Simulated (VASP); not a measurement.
# As (Cmce) in VASP: a series of runs

The runs below take As through single point, with revPBE.

All numbers are computed with VASP 6.6.1; they aren't measurements. Logs are shortened: lines on timing, memory, paths and dates and some standing lists are left out, and cuts for length are marked.

## 1. The cell of the first run

It takes space group Cmce (No. 64, orthorhombic). Conventional cell: a = 3.585 Å, b = 15.560 Å, c = 4.801 Å, α = 90.00°, β = 90.00°, γ = 90.00°. Within 3.2 Å of As (site symmetry m) lie 3 As at 2.44 Å.

## 2. Single point, revPBE (volume scaled by 0.92)

INCAR

```
SYSTEM = As
PREC     = Accurate       ! precision mode
ENCUT    = 520            ! plane-wave cutoff, eV
EDIFF    = 1E-7           ! SCF threshold, eV
ISMEAR   = -1             ! smearing method
SIGMA    = 0.1            ! smearing width, eV
LREAL    = .False.        ! projectors in reciprocal space
LASPH    = .True.         ! aspherical terms in the spheres
NELM     = 100            ! most SCF steps
ALGO     = Normal         ! electronic algorithm
ISIF     = 2              ! what is computed and relaxed
LWAVE    = .False.        ! write WAVECAR
LCHARG   = .False.        ! write CHGCAR
GGA      = RE             ! functional
NBANDS   = 18             ! bands
```

KPOINTS

```
regular mesh
0
Gamma
  12 12 9
  0 0 0
```

POSCAR

```
As
1.0
    1.7922703710     -7.7800232904      0.0000000000
    1.7922703710      7.7800232904      0.0000000000
    0.0000000000      0.0000000000      4.8014021808
As
4
Direct
    0.0746071071      0.9253928929      0.9226424984
    0.5746071071      0.4253928929      0.5773575016
    0.9253928929      0.0746071071      0.0773575016
    0.4253928929      0.5746071071      0.4226424984
```

Potentials or basis: VASP PAW PBE potentials, release 64 (As).

On the command line:

```sh
$ cat potpaw_PBE.64/As/POTCAR > POTCAR
$ mpirun -np 1 vasp_std > vasp.out
```

OUTCAR:

```text
SYSTEM = As
   PREC = Accurate
   ENCUT = 520
   EDIFF = 1E-7
   ISMEAR = -1
   LREAL = .False.
   LASPH = .True.
   NELM = 100
   ISIF = 2
   GGA = RE

 ion  position               nearest neighbor table
   1  0.075  0.925  0.923-   3 2.44   2 2.44   2 2.44
   2  0.575  0.425  0.577-   4 2.44   1 2.44   1 2.44
   3  0.925  0.075  0.077-   1 2.44   4 2.44   4 2.44
   4  0.425  0.575  0.423-   2 2.44   3 2.44   3 2.44

  LATTYP: Found a base centered orthorhombic cell.
 ALAT       =     3.5845407420
 B/A-ratio  =     4.3408759171
 C/A-ratio  =     1.3394748523

  Lattice vectors:

 A1 = (   1.7922703710,  -7.7800232904,   0.0000000000)
 A2 = (   1.7922703710,   7.7800232904,   0.0000000000)
 A3 = (   0.0000000000,   0.0000000000,   4.8014021808)

Analysis of symmetry for initial positions (statically):
=====================================================================
 Subroutine PRICEL returns:
 Original cell was already a primitive cell.

 Routine SETGRP: Setting up the symmetry group for a
 base centered orthorhombic supercell.

 Subroutine GETGRP returns: Found  8 space group operations
 (whereof  4 operations were pure point group operations)
 out of a pool of  8 trial point group operations.

The static configuration has the point symmetry C_2h.
 The point group associated with its full space group is D_2h.

Analysis of symmetry for dynamics (positions and initial velocities):
=====================================================================
 Subroutine PRICEL returns:
 Original cell was already a primitive cell.

 Routine SETGRP: Setting up the symmetry group for a
 base centered orthorhombic supercell.

 Subroutine GETGRP returns: Found  8 space group operations
 (whereof  4 operations were pure point group operations)
 out of a pool of  8 trial point group operations.

The dynamic configuration has the point symmetry C_2h.
 The point group associated with its full space group is D_2h.

 Subroutine INISYM returns: Found  8 space group operations
 (whereof  4 operations are pure point group operations),
 and found     1 'primitive' translations

----------------------------------------------------------------------------------------

                                     Primitive cell

  volume of cell :     133.9006

  direct lattice vectors                    reciprocal lattice vectors
     1.792270371 -7.780023290  0.000000000     0.278975766 -0.064267160  0.000000000
[... 91 lines left out ...]
   LREAL  =      F    real-space projection
   EDIFFG = 0.1E-05   stopping-criterion for IOM
   NSW    =      0    number of steps for IOM
   IBRION =     -1    ionic relax: 0-MD 1-quasi-New 2-CG
   NFREE  =      0    steps in history (QN), initial steepest desc. (CG)
   ISIF   =      2    stress and relaxation
   ISYM   =      2    0-nonsym 1-usesym 2-fastsym
   POTIM  = 0.5000    time-step for ionic-motion
   TEBEG  =    0.0;   TEEND  =   0.0 temperature during run
   PSTRESS=    0.0 pullay stress
   NELECT =      20.0000    total number of electrons
   NUPDOWN=      -1.0000    fix difference up-down
   EMIN   =  10.00;   EMAX   =-10.00  energy-range for DOS
   EFERMI =   0.00;   METHOD = LEGACY
   ISMEAR =    -1;   SIGMA  =   0.10  broadening in eV -4-tet -1-fermi 0-gaus
   EFERMI_NEDOS =   21; number of points for ismear=-14 and -15
   IALGO  =     38    algorithm
   IMIX   =      4    mixing-type and parameters
     AMIX     =   0.40;   BMIX     =  1.00
     AMIX_MAG =   1.60;   BMIX_MAG =  1.00
  volume/ion in A,a.u.               =      33.48       225.90
  Fermi-wavevector in a.u.,A,eV,Ry     =   0.868608  1.641432 10.265330  0.754480
  Thomas-Fermi vector in A             =   1.987311
   LORBIT       =      0    0 simple, 1 ext, 2 COOP (PROOUT), +10 PAW based schemes
   GGA     = RE    functional components
   LHFCALC =     F    Hartree Fock is set to
   AEXX    =    0.0000 exact exchange contribution
   IVDW    =     0    specifies the selected vdW correction
   LEPSILON=     F    determine dielectric tensor
   LRPA    =     F    only Hartree local field effects (RPA)
 non-spin polarized calculation
  energy-cutoff  :      520.00
  volume of cell :      133.90
 maximum number of plane-waves:      3644
   NGX = 29   NGY = 29   NGZ = 17

 number of electron      19.9999997 magnetization

 Free energy of the ion-electron system (eV)
  ---------------------------------------------------
  ext. energy  EPLUGINS =         0.00000000
  ---------------------------------------------------
  free energy    TOTEN  =       -17.35220106 eV

  energy without entropy =      -17.35126042  energy(sigma->0) =      -17.35173074

 E-fermi :   1.9695     XC(G=0):  -7.2429

 val. band max:        1.5450639539   @ k =   0.5000   0.5000   0.0000
 cond. band min:       2.2720349331   @ k =   0.5000   0.5000   0.0000
 fundamental gap:      0.7269709792
 Fermi energy:         1.9694790223

 k-point     1 :       0.0000    0.0000    0.0000
  band No.  band energies     occupation
      1     -12.8279      2.00000
      2     -10.6196      2.00000
      3      -7.8491      2.00000
      4      -4.3849      2.00000
      5      -3.3377      2.00000
      6      -2.3140      2.00000
[... 481 lines left out ...]
      5      -2.7966      2.00000
      6      -2.6688      2.00000
[... 10 lines left out ...]
     17       7.0957      0.00000
     18       8.1687      0.00000

 [... further k-points ...]

------------------------ aborting loop because EDIFF is reached ----------------------------------------

  FORCE on cell =-STRESS in cart. coord.  units (eV):
  Direction    XX          YY          ZZ          XY          YZ          ZX
  --------------------------------------------------------------------------------------
  -------------------------------------------------------------------------------------
  Total        3.6479486      2.8771156      3.3170905      0.0000000     -0.0000000      0.0000000
  in kB       43.6492500     34.4259066     39.6903932      0.0000000     -0.0000000      0.0000000
  external PRESSURE =      39.2551833 kB  Pullay stress =       0.0000000 kB

 VOLUME and BASIS-vectors are now :
 -----------------------------------------------------------------------------
  energy-cutoff  :      520.00
  volume of cell :      133.90
      direct lattice vectors                 reciprocal lattice vectors
     1.792270371 -7.780023290  0.000000000     0.278975766 -0.064267160  0.000000000
     1.792270371  7.780023290  0.000000000     0.278975766  0.064267160  0.000000000
     0.000000000  0.000000000  4.801402181     0.000000000  0.000000000  0.208272493

 POSITION                                       TOTAL-FORCE (eV/Angst)
 -----------------------------------------------------------------------------------
      1.79227      6.61913      4.42998         0.000000     -0.611243      0.508317
      1.79227     -1.16089      2.77213         0.000000     -0.611243     -0.508317
      1.79227     -6.61913      0.37142         0.000000      0.611243     -0.508317
      1.79227      1.16089      2.02928         0.000000      0.611243      0.508317
 -----------------------------------------------------------------------------------
    total drift:                                0.000000      0.000000     -0.000000

  FREE ENERGIE OF THE ION-ELECTRON SYSTEM (eV)
  ---------------------------------------------------
  free  energy   TOTEN  =       -17.3522010571 eV

  energy  without entropy=      -17.3512604202  energy(sigma->0) =      -17.35173074
```

Run time: 18 min. Hardware: 1 thread of AMD EPYC 7R43 (Zen 3), shared host; peak memory 0.57 GiB.

Results:

* Free energy: -17.3522 eV
* Pressure: 3.9 GPa
* Largest force: 0.795 eV/Å
* Band gap on the k mesh: 0.73 eV, direct

Forces on the atoms (eV/Å):
```
As   0.000 -0.611  0.508
As   0.000 -0.611 -0.508
As   0.000  0.611 -0.508
As   0.000  0.611  0.508
```

Stress tensor (GPa, compression positive):
```
4.36 0.00 0.00
0.00 3.44 0.00
0.00 0.00 3.97
```

Levels at points of the mesh, in eV from the valence-band top:
```csv
k point,band 6,band 7,band 8,band 9,band 10,band 11,band 12,band 13,band 14,band 15
"(0.00, 0.00, 0.00)",-3.86,-2.74,-1.57,-1.12,-0.06,1.19,2.07,2.60,3.31,4.85
"(0.50, 0.00, 0.00)",-3.98,-2.45,-2.45,-1.81,-1.81,1.25,1.25,2.06,2.06,3.49
"(0.50, 0.50, 0.00)",-3.90,-2.74,-1.44,-1.11,0.00,0.73,2.07,2.60,3.30,4.94
```

Caveat: the PAW data sets were made with another functional, which shifts forces and pressure a little.

## 3. Single point, revPBE (volume scaled by 0.96)

INCAR

```
SYSTEM = As
ALGO = Normal
EDIFF = 1E-6
ENCUT = 520
GGA = RE
ISIF = 2
ISMEAR = -1
LASPH = .TRUE.
LCHARG = .FALSE.
LREAL = .FALSE.
LWAVE = .FALSE.
NBANDS = 18
NELM = 60
PREC = Accurate
SIGMA = 0.1
```

KPOINTS

```
k-points
0
G
  12 12 9
  0 0 0
```

POSCAR

```
As
1.0
    1.8178776932     -7.8911814983      0.0000000000
    1.8178776932      7.8911814983      0.0000000000
    0.0000000000      0.0000000000      4.8700029089
As
4
Direct
    0.0746071071      0.9253928929      0.9226424984
    0.5746071071      0.4253928929      0.5773575016
    0.9253928929      0.0746071071      0.0773575016
    0.4253928929      0.5746071071      0.4226424984
```

Potentials or basis: VASP PAW PBE potentials, release 64 (As).

On the command line:

```sh
$ cat potpaw_PBE.64/As/POTCAR > POTCAR
$ mpirun -np 1 vasp_std > vasp.out
```

OUTCAR:

```text
SYSTEM = As
   EDIFF = 1E-6
   ENCUT = 520
   GGA = RE
   ISIF = 2
   ISMEAR = -1
   LASPH = .TRUE.
   LREAL = .FALSE.
   NELM = 60
   PREC = Accurate

 ion  position               nearest neighbor table
   1  0.075  0.925  0.923-   3 2.47   2 2.48   2 2.48
   2  0.575  0.425  0.577-   4 2.47   1 2.48   1 2.48
   3  0.925  0.075  0.077-   1 2.47   4 2.48   4 2.48
   4  0.425  0.575  0.423-   2 2.47   3 2.48   3 2.48

  LATTYP: Found a base centered orthorhombic cell.
 ALAT       =     3.6357553864
 B/A-ratio  =     4.3408759169
 C/A-ratio  =     1.3394748522

  Lattice vectors:

 A1 = (   1.8178776932,  -7.8911814983,   0.0000000000)
 A2 = (   1.8178776932,   7.8911814983,   0.0000000000)
 A3 = (   0.0000000000,   0.0000000000,   4.8700029089)

Analysis of symmetry for initial positions (statically):
=====================================================================
 Subroutine PRICEL returns:
 Original cell was already a primitive cell.

 Routine SETGRP: Setting up the symmetry group for a
 base centered orthorhombic supercell.

 Subroutine GETGRP returns: Found  8 space group operations
 (whereof  4 operations were pure point group operations)
 out of a pool of  8 trial point group operations.

The static configuration has the point symmetry C_2h.
 The point group associated with its full space group is D_2h.

Analysis of symmetry for dynamics (positions and initial velocities):
=====================================================================
 Subroutine PRICEL returns:
 Original cell was already a primitive cell.

 Routine SETGRP: Setting up the symmetry group for a
 base centered orthorhombic supercell.

 Subroutine GETGRP returns: Found  8 space group operations
 (whereof  4 operations were pure point group operations)
 out of a pool of  8 trial point group operations.

The dynamic configuration has the point symmetry C_2h.
 The point group associated with its full space group is D_2h.

 Subroutine INISYM returns: Found  8 space group operations
 (whereof  4 operations are pure point group operations),
 and found     1 'primitive' translations

----------------------------------------------------------------------------------------

                                     Primitive cell

  volume of cell :     139.7224

  direct lattice vectors                    reciprocal lattice vectors
     1.817877693 -7.891181498  0.000000000     0.275046007 -0.063361868  0.000000000
     1.817877693  7.891181498  0.000000000     0.275046007  0.063361868  0.000000000
     0.000000000  0.000000000  4.870002909     0.000000000  0.000000000  0.205338686

  length of vectors
     8.097865444  8.097865444  4.870002909     0.282249946  0.282249946  0.205338686

  position of ions in fractional coordinates (direct lattice)
     0.074607107  0.925392893  0.922642498
     0.574607107  0.425392893  0.577357502
     0.925392893  0.074607107  0.077357502
     0.425392893  0.574607107  0.422642498

  ion indices of the primitive-cell ions
   primitive index   ion index
                 1           1
                 2           2
                 3           3
                 4           4

----------------------------------------------------------------------------------------

 KPOINTS: k-points

Automatic generation of k-mesh.
 Grid dimensions read from file:
[... 22 lines left out ...]
  0.000000  0.000000  0.000000      1.000000
  0.083333  0.000000  0.000000      4.000000
  0.166667  0.000000  0.000000      4.000000
  0.250000  0.000000  0.000000      4.000000
  0.333333  0.000000  0.000000      4.000000
  0.416667  0.000000  0.000000      4.000000
[... 16 lines left out ...]
  0.500000  0.166667  0.000000      4.000000
 -0.416667  0.166667  0.000000      4.000000
 [... further k-points ...]
   k-points           NKPTS =    215   k-points in BZ     NKDIM =    215   number of bands    NBANDS=     18
   number of dos      NEDOS =    301   number of ions     NIONS =      4
   total plane-waves  NPLWV = 129600
   dimension x,y,z NGX =    60 NGY =   60 NGZ =   36
   dimension x,y,z NGXF=   120 NGYF=  120 NGZF=   72
   ions per type =               4
   NGX,Y,Z   is equivalent  to a cutoff of  12.32, 12.32, 12.29 a.u.
   NGXF,Y,Z  is equivalent  to a cutoff of  24.64, 24.64, 24.58 a.u.
 SYSTEM =  As
   PREC   = accura    normal or accurate (medium, high low for compatibility)
   ISTART =      0    job   : 0-new  1-cont  2-samecut
   ICHARG =      2    charge: 1-file 2-atom 10-const
   ISPIN  =      1    spin polarized calculation?
   LNONCOLLINEAR =      F non collinear calculations
   LSORBIT =      F    spin-orbit coupling
   LASPH  =      T    aspherical Exc in radial PAW
   ENCUT  =  520.0 eV  38.22 Ry    6.18 a.u.  15.06 15.06  9.05*2*pi/ulx,y,z
   NELM   =     60;   NELMIN=  2; NELMDL= -5     # of ELM steps
   EDIFF  = 0.1E-05   stopping-criterion for ELM
   LREAL  =      F    real-space projection
   EDIFFG = 0.1E-04   stopping-criterion for IOM
   NSW    =      0    number of steps for IOM
   IBRION =     -1    ionic relax: 0-MD 1-quasi-New 2-CG
   NFREE  =      0    steps in history (QN), initial steepest desc. (CG)
   ISIF   =      2    stress and relaxation
   ISYM   =      2    0-nonsym 1-usesym 2-fastsym
   POTIM  = 0.5000    time-step for ionic-motion
   TEBEG  =    0.0;   TEEND  =   0.0 temperature during run
   PSTRESS=    0.0 pullay stress
   NELECT =      20.0000    total number of electrons
   NUPDOWN=      -1.0000    fix difference up-down
   EMIN   =  10.00;   EMAX   =-10.00  energy-range for DOS
   EFERMI =   0.00;   METHOD = LEGACY
   ISMEAR =    -1;   SIGMA  =   0.10  broadening in eV -4-tet -1-fermi 0-gaus
   EFERMI_NEDOS =   21; number of points for ismear=-14 and -15
   IALGO  =     38    algorithm
   IMIX   =      4    mixing-type and parameters
     AMIX     =   0.40;   BMIX     =  1.00
     AMIX_MAG =   1.60;   BMIX_MAG =  1.00
  volume/ion in A,a.u.               =      34.93       235.72
  Fermi-wavevector in a.u.,A,eV,Ry     =   0.856373  1.618310  9.978164  0.733374
  Thomas-Fermi vector in A             =   1.973265
   LORBIT       =      0    0 simple, 1 ext, 2 COOP (PROOUT), +10 PAW based schemes
   GGA     = RE    functional components
   LHFCALC =     F    Hartree Fock is set to
   AEXX    =    0.0000 exact exchange contribution
   IVDW    =     0    specifies the selected vdW correction
   LEPSILON=     F    determine dielectric tensor
   LRPA    =     F    only Hartree local field effects (RPA)
 non-spin polarized calculation
  energy-cutoff  :      520.00
  volume of cell :      139.72
 maximum number of plane-waves:      3786
   NGX = 31   NGY = 31   NGZ = 19

 number of electron      19.9999996 magnetization

 Free energy of the ion-electron system (eV)
  ---------------------------------------------------
  ext. energy  EPLUGINS =         0.00000000
  ---------------------------------------------------
  free energy    TOTEN  =       -17.45562244 eV

  energy without entropy =      -17.45482861  energy(sigma->0) =      -17.45522553

 E-fermi :   1.6777     XC(G=0):  -7.0924

 val. band max:        1.2169739008   @ k =   0.5000   0.5000   0.0000
 cond. band min:       2.0188656787   @ k =   0.5000   0.5000   0.0000
 fundamental gap:      0.8018917779
 Fermi energy:         1.6777182207

 k-point     1 :       0.0000    0.0000    0.0000
  band No.  band energies     occupation
      1     -12.7792      2.00000
      2     -10.6875      2.00000
      3      -8.0607      2.00000
      4      -4.8180      2.00000
      5      -3.4060      2.00000
      6      -2.3902      2.00000
[... 481 lines left out ...]
      5      -2.8905      2.00000
      6      -2.7496      2.00000
[... 10 lines left out ...]
     17       6.7879      0.00000
     18       7.8572      0.00000

 [... further k-points ...]

------------------------ aborting loop because EDIFF is reached ----------------------------------------

  FORCE on cell =-STRESS in cart. coord.  units (eV):
  Direction    XX          YY          ZZ          XY          YZ          ZX
  --------------------------------------------------------------------------------------
  -------------------------------------------------------------------------------------
  Total        1.7409584      1.4463697      1.6297633      0.0000000      0.0000000      0.0000000
  in kB       19.9633342     16.5853253     18.6882748      0.0000000      0.0000000      0.0000000
  external PRESSURE =      18.4123114 kB  Pullay stress =       0.0000000 kB

 VOLUME and BASIS-vectors are now :
 -----------------------------------------------------------------------------
  energy-cutoff  :      520.00
  volume of cell :      139.72
      direct lattice vectors                 reciprocal lattice vectors
     1.817877693 -7.891181498  0.000000000     0.275046007 -0.063361868  0.000000000
     1.817877693  7.891181498  0.000000000     0.275046007  0.063361868  0.000000000
     0.000000000  0.000000000  4.870002909     0.000000000  0.000000000  0.205338686

 POSITION                                       TOTAL-FORCE (eV/Angst)
 -----------------------------------------------------------------------------------
      1.81788      6.71371      4.49327         0.000000     -0.300590      0.254384
      1.81788     -1.17748      2.81173         0.000000     -0.300590     -0.254384
      1.81788     -6.71371      0.37673         0.000000      0.300590     -0.254384
      1.81788      1.17748      2.05827         0.000000      0.300590      0.254384
 -----------------------------------------------------------------------------------
    total drift:                               -0.000000      0.000000     -0.000000

  FREE ENERGIE OF THE ION-ELECTRON SYSTEM (eV)
  ---------------------------------------------------
  free  energy   TOTEN  =       -17.4556224435 eV

  energy  without entropy=      -17.4548286078  energy(sigma->0) =      -17.45522553
```

Run time: 18 min. Hardware: 1 thread of AMD EPYC 7R43 (Zen 3), shared host; peak memory 0.58 GiB.

What came out:

```
Free energy            : -17.4556 eV
Pressure               : 1.8 GPa
Largest force          : 0.394 eV/Å
Band gap on the k mesh : 0.80 eV, direct
```

Forces in eV/Å, atoms in the order of the input:
```
As   0.000 -0.301  0.254
As   0.000 -0.301 -0.254
As   0.000  0.301 -0.254
As   0.000  0.301  0.254
```

Levels at points of the mesh, in eV from the valence-band top:
```csv
k point,band 6,band 7,band 8,band 9,band 10,band 11,band 12,band 13,band 14,band 15
"(0.00, 0.00, 0.00)",-3.61,-2.57,-1.42,-1.04,-0.05,1.23,2.14,2.55,3.23,4.87
"(0.50, 0.00, 0.00)",-3.76,-2.33,-2.33,-1.70,-1.70,1.30,1.30,2.11,2.11,3.46
"(0.50, 0.50, 0.00)",-3.65,-2.57,-1.31,-1.04,0.00,0.80,2.14,2.54,3.23,4.98
```

Caveat: the PAW data sets were made with another functional, which shifts forces and pressure a little. A k mesh can miss the band edges.

[end of part 1 of 2]
